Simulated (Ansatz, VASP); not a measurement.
**Two plane-wave programs on Cd**

File POSCAR:

```
Cd
1.0
    3.0218034172      0.0000000000      0.0000000000
   -1.5109017086      2.6169585246      0.0000000000
    0.0000000000      0.0000000000      9.6183251304
Cd
4
Direct
    1.0000000000      0.0000000000      0.0000000000
    1.0000000000      1.0000000000      0.5000000000
    0.3333333333      0.6666666667      0.2500000000
    0.6666666667      0.3333333333      0.7500000000
```

INCAR.step1

```
SYSTEM = Cd
ALGO     = Normal         ! electronic algorithm
EDIFF    = 1E-4           ! SCF threshold, eV
ENCUT    = 520            ! plane-wave cutoff, eV
GGA      = PE             ! functional
ISMEAR   = -1             ! smearing method
LASPH    = .TRUE.         ! aspherical terms in the spheres
LCHARG   = .FALSE.        ! write CHGCAR
LREAL    = .FALSE.        ! projectors in reciprocal space
LWAVE    = .TRUE.         ! write WAVECAR
NBANDS   = 32             ! bands
NELM     = 60             ! most SCF steps
PREC     = Accurate       ! precision mode
SIGMA    = 0.1            ! smearing width, eV
```

File INCAR.step2:

```
SYSTEM = Cd
ALGO     = Normal         ! electronic algorithm
EDIFF    = 1E-7           ! SCF threshold, eV
ENCUT    = 520            ! plane-wave cutoff, eV
ISIF     = 2              ! what is computed and relaxed
ISMEAR   = -1             ! smearing method
ISTART   = 1            
LASPH    = .TRUE.         ! aspherical terms in the spheres
LCHARG   = .FALSE.        ! write CHGCAR
LMIXTAU  = .TRUE.       
LREAL    = .FALSE.        ! projectors in reciprocal space
LWAVE    = .FALSE.        ! write WAVECAR
METAGGA  = R2SCAN         ! meta-GGA
NBANDS   = 32             ! bands
NELM     = 60             ! most SCF steps
PREC     = Accurate       ! precision mode
SIGMA    = 0.1            ! smearing width, eV
```

KPOINTS

```
k-points
0
G
  13 13 4
  0 0 0
```

Input for Ansatz:

```yaml
crystal:
  lattice:
    - [3.0218034172, 0.0, 0.0]
    - [-1.5109017086, 2.6169585246, 0.0]
    - [0.0, 0.0, 9.6183251304]
  atoms:
    - { symbol: Cd, position: [1.0, 0.0, 0.0] }
    - { symbol: Cd, position: [1.0, 1.0, 0.5] }
    - { symbol: Cd, position: [0.3333333333, 0.6666666667, 0.25] }
    - { symbol: Cd, position: [0.6666666667, 0.3333333333, 0.75] }
hamiltonian:
  xc: r2scan
  pseudopotentials:
    kind: paw
    azcp:
      Cd: "pseudopotentials/Cd.paw.azcp"
basis:
  ecutwfc: 500
  fft_grid_basis: typed
kpoints:
  mp_grid: { grid: [13, 13, 4], shift: [0, 0, 0] }
magnetization:
  spin_polarized: false
scf:
  occupations: { method: fermi_dirac, width: 0.1 }
  lower_state_search: "off"
output:
  stress: true
```

Alike in both runs: task single point; functional r2SCAN; k mesh 13 × 13 × 4; occupations fermi-dirac, width 0.1 eV; no spin polarisation.

```csv
,VASP,Ansatz
version,VASP 6.6.1,Ansatz 0.2.0
potentials or method,"VASP PAW PBE potentials, release 64 (Cd), cutoff 520 eV","plane waves (500 eV) with PAW, scalar-relativistic"
valence electrons in the cell,48,80
```

```tsv
	VASP	Ansatz	Ansatz less VASP
pressure (GPa)	10.6	9.9	-0.65
traceless stress, the component that is largest in VASP (GPa)	0.35	0.33	-0.020
```

VASP's potentials were made for PBE, not for r2SCAN. VASP's potentials hold 48 valence electrons a cell and Ansatz's 80, so a difference there can come from the potentials and not from the codes.
